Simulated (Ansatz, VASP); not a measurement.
# One calculation of SnO, two programs

```
Sn O
1.0
     4.09558    0.00000    0.00000
     0.00000    4.09558    0.00000
     0.00000    0.00000    4.16754
Sn O
2 2
Direct
  0.00000 0.50000 0.23850
  0.50000 0.00000 0.76150
  0.00000 0.00000 0.00000
  0.50000 0.50000 0.00000
```

Alike in both runs: task single point; functional PBE; k mesh 14 × 14 × 12; occupations gaussian, width 0.15 eV; no spin polarisation.

|  | VASP | Ansatz |
| --- | --- | --- |
| version | VASP 6.6.1 | Ansatz 0.2.0 |
| potentials or method | VASP PAW PBE potentials, release 64 (Sn_d, O), cutoff 520 eV | scalar-relativistic, plane waves, PAW |
| valence electrons in the cell | 40 | 40 |

|  | VASP | Ansatz | Ansatz less VASP |
| --- | --- | --- | --- |
| gap on the k mesh at the Fermi level (eV) | 0.85 | 0.86 | +0.003 |
| least direct gap on the mesh (eV) | 1.31 | 1.36 | +0.049 |
| pressure (GPa) | 0.6 | 0.4 | -0.21 |
| traceless stress, the component that is largest in VASP (GPa) | 6.37 | 6.49 | +0.110 |
| rms of the force components (eV/Å) | 0.266 | 0.241 | -0.0250 |

Atom by atom the forces differ by 0.025 eV/Å (rms over components).
